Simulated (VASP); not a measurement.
# CuO (Tenorite) (C2/c) in VASP: further runs, part 2 of 2

VASP 6.6.1.

**4. Single point, LDA**

This run uses another cell than the first one, of 11.15 Å³/atom, 1.048 times its volume.

Input file INCAR:

```
  PREC = Accurate
  ENCUT = 520
  EDIFF = 1E-6
  ISMEAR = -1
  SIGMA = 0.1
  LREAL = F
  LASPH = T
  NELM = 60
  ALGO = Normal
  ISIF = 2
  LWAVE = F
  LCHARG = F
  NBANDS = 25
```

Input file KPOINTS:

```
Automatic mesh
0
Gamma
  10 10 6
```

Input file POSCAR:

```
CuO
1.0
    2.4174451884     -1.7665409616      0.0000000000
    2.4174451884      1.7665409616      0.0000000000
   -0.8774659697      0.0000000000      5.2211375953
Cu O
2 2
Direct
    0.0000000000      0.5000000000      0.0000000000
    0.5000000000      0.0000000000      0.5000000000
    0.5816000000      0.4184000000      0.2500000000
    0.4184000000      0.5816000000      0.7500000000
```

Potentials or basis: VASP PAW LDA potentials, release 64 (Cu, O).

Started as:

```bash
cat potpaw_LDA.64/Cu/POTCAR potpaw_LDA.64/O/POTCAR > POTCAR
mpirun -np 1 vasp_std > vasp.out
```

OUTCAR:

```text
PREC = Accurate
   ENCUT = 520
   EDIFF = 1E-6
   ISMEAR = -1
   LREAL = F
   LASPH = T
   NELM = 60
   ISIF = 2

 ion  position               nearest neighbor table
   1  0.000  0.500  0.000-   3 2.01   4 2.01   4 2.02   3 2.02
   2  0.500  0.000  0.500-   4 2.01   3 2.01   4 2.02   3 2.02
   3  0.582  0.418  0.250-   2 2.01   1 2.01   2 2.02   1 2.02
   4  0.418  0.582  0.750-   1 2.01   2 2.01   2 2.02   1 2.02

  LATTYP: Found a base centered monoclinic cell.
 ALAT       =     4.8348903768
 B/A-ratio  =     0.7307470590
 C/A-ratio  =     1.0950316075
 COS(beta)  =    -0.1657360545

  Lattice vectors:

 A1 = (   2.4174451884,  -1.7665409616,   0.0000000000)
 A2 = (   2.4174451884,   1.7665409616,   0.0000000000)
 A3 = (  -0.8774659697,   0.0000000000,   5.2211375953)

Analysis of symmetry for initial positions (statically):
=====================================================================
 Subroutine PRICEL returns:
 Original cell was already a primitive cell.

 Routine SETGRP: Setting up the symmetry group for a
 base centered monoclinic supercell.

 Subroutine GETGRP returns: Found  4 space group operations
 (whereof  2 operations were pure point group operations)
 out of a pool of  4 trial point group operations.

The static configuration has the point symmetry S_2 .
 The point group associated with its full space group is C_2h.

Analysis of symmetry for dynamics (positions and initial velocities):
=====================================================================
 Subroutine PRICEL returns:
 Original cell was already a primitive cell.

 Routine SETGRP: Setting up the symmetry group for a
 base centered monoclinic supercell.

 Subroutine GETGRP returns: Found  4 space group operations
 (whereof  2 operations were pure point group operations)
[... 116 lines left out ...]
   TEBEG  =    0.0;   TEEND  =   0.0 temperature during run
   PSTRESS=    0.0 pullay stress
   NELECT =      34.0000    total number of electrons
   NUPDOWN=      -1.0000    fix difference up-down
   EMIN   =  10.00;   EMAX   =-10.00  energy-range for DOS
   EFERMI =   0.00;   METHOD = LEGACY
   ISMEAR =    -1;   SIGMA  =   0.10  broadening in eV -4-tet -1-fermi 0-gaus
   EFERMI_NEDOS =   21; number of points for ismear=-14 and -15
   IALGO  =     38    algorithm
   IMIX   =      4    mixing-type and parameters
     AMIX     =   0.40;   BMIX     =  1.00
     AMIX_MAG =   1.60;   BMIX_MAG =  1.00
  volume/ion in A,a.u.               =      11.15        75.23
  Fermi-wavevector in a.u.,A,eV,Ry     =   1.495579  2.826234 30.432913  2.236756
  Thomas-Fermi vector in A             =   2.607706
   LORBIT       =      0    0 simple, 1 ext, 2 COOP (PROOUT), +10 PAW based schemes
   GGA     = CA    functional components
   LHFCALC =     F    Hartree Fock is set to
   AEXX    =    0.0000 exact exchange contribution
   IVDW    =     0    specifies the selected vdW correction
   LEPSILON=     F    determine dielectric tensor
   LRPA    =     F    only Hartree local field effects (RPA)
 non-spin polarized calculation
  energy-cutoff  :      520.00
  volume of cell :       44.59
 maximum number of plane-waves:      1218
 NGX is ok and might be reduce to    24
   NGX = 11   NGY = 11   NGZ = 19

 number of electron      34.0000004 magnetization

 Free energy of the ion-electron system (eV)
  ---------------------------------------------------
  ext. energy  EPLUGINS =         0.00000000
  ---------------------------------------------------
  free energy    TOTEN  =       -22.79587775 eV

  energy without entropy =      -22.71783388  energy(sigma->0) =      -22.75685581

 E-fermi :   4.1252     XC(G=0): -11.9066

 val. band max:        4.1251953344   @ k =   0.2000   0.2000   0.1667
 cond. band min:       4.1258050280   @ k =   0.3000   0.2000   0.1667
 fundamental gap:      0.0006096936
 Fermi energy:         4.1252133808

 k-point     1 :       0.0000    0.0000    0.0000
  band No.  band energies     occupation
      1     -14.6276      2.00000
      2     -13.4847      2.00000
      3      -3.1515      2.00000
      4      -0.7906      2.00000
      5      -0.4113      2.00000
      6       1.2357      2.00000
[... 661 lines left out ...]
     24      16.6810      0.00000
     25      17.8924      0.00000

 [... further k-points ...]
[... 5 lines left out ...]
  --------------------------------------------------------------------------------------
  -------------------------------------------------------------------------------------
  Total       -6.2957713     -4.1268479     -7.2174958      0.0000000      0.0000000      0.5669932
  in kB     -226.1955424   -148.2700952   -259.3114176      0.0000000      0.0000000     20.3710271
  external PRESSURE =    -211.2590184 kB  Pullay stress =       0.0000000 kB

 VOLUME and BASIS-vectors are now :
 -----------------------------------------------------------------------------
  energy-cutoff  :      520.00
  volume of cell :       44.59
      direct lattice vectors                 reciprocal lattice vectors
     2.417445188 -1.766540962  0.000000000     0.206829922 -0.283039007  0.034759900
     2.417445188  1.766540962  0.000000000     0.206829922  0.283039007  0.034759900
    -0.877465970  0.000000000  5.221137595     0.000000000  0.000000000  0.191529141

 POSITION                                       TOTAL-FORCE (eV/Angst)
 -----------------------------------------------------------------------------------
      1.20872      0.88327      0.00000        -0.000000     -0.000000      0.000000
      0.76999     -0.88327      2.61057        -0.000000     -0.000000      0.000000
      2.19808     -0.28830      1.30528         0.000000      0.667276      0.000000
      1.75935      0.28830      3.91585        -0.000000     -0.667276      0.000000
 -----------------------------------------------------------------------------------
    total drift:                                0.000000      0.000000     -0.000000

  FREE ENERGIE OF THE ION-ELECTRON SYSTEM (eV)
  ---------------------------------------------------
  free  energy   TOTEN  =       -22.7958777463 eV

  energy  without entropy=      -22.7178338801  energy(sigma->0) =      -22.75685581
```

OSZICAR:

```text
N       E                     dE             d eps       ncg     rms          rms(c)
DAV:   1     0.293187148012E+03    0.29319E+03   -0.16230E+04  9040   0.212E+03
DAV:   2     0.936400572113E+01   -0.28382E+03   -0.26194E+03  8789   0.390E+02
DAV:   3    -0.275744758715E+02   -0.36938E+02   -0.34697E+02 11014   0.156E+02
DAV:   4    -0.288746479388E+02   -0.13002E+01   -0.12925E+01 10958   0.314E+01
DAV:   5    -0.288964419732E+02   -0.21794E-01   -0.21782E-01 11342   0.358E+00    0.174E+01
DAV:   6    -0.273717222955E+02    0.15247E+01   -0.40095E+01 12406   0.158E+02    0.151E+01
DAV:   7    -0.227524133802E+02    0.46193E+01   -0.11658E+01 10614   0.117E+02    0.254E+00
DAV:   8    -0.228440697093E+02   -0.91656E-01   -0.17072E+00  9230   0.919E+00    0.150E+00
DAV:   9    -0.227981578158E+02    0.45912E-01   -0.67704E-02 12790   0.518E+00    0.348E-01
DAV:  10    -0.227967150467E+02    0.14428E-02   -0.10719E-02 11086   0.125E+00    0.276E-01
DAV:  11    -0.227958983989E+02    0.81665E-03   -0.43303E-03 11556   0.555E-01    0.474E-02
DAV:  12    -0.227958926019E+02    0.57969E-05   -0.46203E-04 11439   0.258E-01    0.329E-02
DAV:  13    -0.227958796816E+02    0.12920E-04   -0.23008E-05 12081   0.889E-02    0.100E-02
DAV:  14    -0.227958778038E+02    0.18779E-05   -0.93715E-06 10769   0.341E-02    0.276E-03
DAV:  15    -0.227958777463E+02    0.57435E-07   -0.33114E-07  4773   0.146E-02
   1 F= -.22795878E+02 E0= -.22756856E+02  d E =-.780439E-01
```

stdout:

```text
POSCAR found type information on POSCAR CuO
 POSCAR found :  2 types and       4 ions
 scaLAPACK will be used
 LDA part: xc-table for (Slater(with rela. corr.)+CA(PZ))
 , standard interpolation
 POSCAR, INCAR and KPOINTS ok, starting setup
 FFT: planning ... GRIDC
 FFT: planning ... GRID_SOFT
 FFT: planning ... GRID
 WAVECAR not read
 entering main loop
```

It took 62 s on 1 thread of Intel Xeon 6975P-C (Granite Rapids), shared host; peak memory 0.26 GiB.

Results:

- Free energy: -22.7959 eV
- Pressure: -21.1 GPa
- Largest force: 0.667 eV/Å
- Band gap on the k mesh: zero (band 17 reaches 4.41 eV, above the bottom of band 18 at 3.69 eV)

Forces on the atoms (eV/Å):
```
Cu   0.000  0.000  0.000
Cu   0.000  0.000  0.000
O    0.000  0.667  0.000
O    0.000 -0.667  0.000
```

Caveat: semilocal functionals often make such compounds metallic where correlation or magnetic order opens a gap, which also shifts bond lengths.

**5. The runs side by side**

| cell | gap on the mesh (eV) | pressure (GPa) | largest force (eV/Å) |
| --- | --- | --- | --- |
| a = 2.948, b = 2.948, c = 5.213 Å, angles 97.7, 97.7, 72.3°, 4 atoms | none | -15.8 | 0.56 |
| a = 2.971, b = 2.971, c = 5.254 Å, angles 97.7, 97.7, 72.3°, 4 atoms | none | -18.7 | 0.62 |
| a = 2.994, b = 2.994, c = 5.294 Å, angles 97.7, 97.7, 72.3°, 4 atoms | none | -21.1 | 0.67 |

Alike in all rows: task single point; level LDA; potentials or basis VASP PAW LDA potentials, release 64 (Cu, O); no spin polarisation; k mesh 10 × 10 × 6; cutoff (eV) 520; smearing fermi-dirac 0.1 eV.

Caveats: semilocal functionals often make such compounds metallic where correlation or magnetic order opens a gap, which also shifts bond lengths.

Total energies depend on the potentials used, so only differences within one code and one set of settings carry meaning.
